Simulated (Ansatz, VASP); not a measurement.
One calculation of H6Os, two programs

```xyz
7
Lattice="3.8120 0.0000 0.0000 0.0000 3.8120 0.0000 0.0000 0.0000 2.5711" Properties=species:S:1:pos:R:3 pbc="T T T"
H     1.2344    1.2344    1.2855
H     2.5776    2.5776    1.2855
H     2.5776    1.2344    1.2855
H     1.2344    2.5776    1.2855
H     0.0000    1.9060    0.0000
H     1.9060    0.0000    0.0000
Os    0.0000    0.0000    1.2855
```

Alike in both runs: functional PBE; k mesh 10 × 10 × 14; occupations gaussian, width 0.1 eV; no spin polarisation.

Ansatz relaxed the structure, and its values are those at the end. VASP's run is a single point on that final structure, the one shown.

|  | VASP | Ansatz |
| --- | --- | --- |
| version | VASP 6.6.1 | Ansatz 0.2.0 |
| potentials or method | VASP PAW PBE potentials, release 64 (H_h, Os_sv_GW), cutoff 1230 eV | scalar-relativistic, plane waves, PAW |
| valence electrons in the cell | 22 | 22 |

VASP gave:

- gap on the k mesh at the Fermi level (eV): none
- pressure (GPa): 0.1

Task: What did Ansatz give for the same quantities?

Result: gap on the k mesh at the Fermi level (eV): none; pressure (GPa): 0.0.

A gap of «none» marks a metal or a gap that the smearing closes.

Neither program's run includes spin-orbit coupling.
